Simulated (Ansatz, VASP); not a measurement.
AgCl: VASP beside Ansatz

```xyz
2
Lattice="0.0000 2.8009 2.7731 2.8009 0.0000 2.7731 2.8009 2.8009 0.0000" Properties=species:S:1:pos:R:3 pbc="T T T"
Ag    2.8009    2.8009    2.7731
Cl    0.0000    0.0000    0.0000
```

Change from the starting cell: equal xx and yy strain of +1 %.

Alike in both runs: task single point; functional LDA; k mesh 8 × 8 × 8; occupations fermi-dirac, width 0.02 eV; no spin polarisation.

```csv
,VASP,Ansatz
version,VASP 6.6.1,Ansatz 0.2.0
potentials or method,"VASP PAW LDA potentials, release 64 (Ag, Cl), cutoff 520 eV","all-electron LAPW, scalar-relativistic"
```

```csv
,VASP,Ansatz,Ansatz less VASP
pressure (GPa),-6.3,-6.3,+0.02
```

LDA's correlation is that of Perdew and Zunger in VASP and of Perdew and Wang (1992) in Ansatz. Ansatz ran all-electron here, and VASP with PAW potentials.
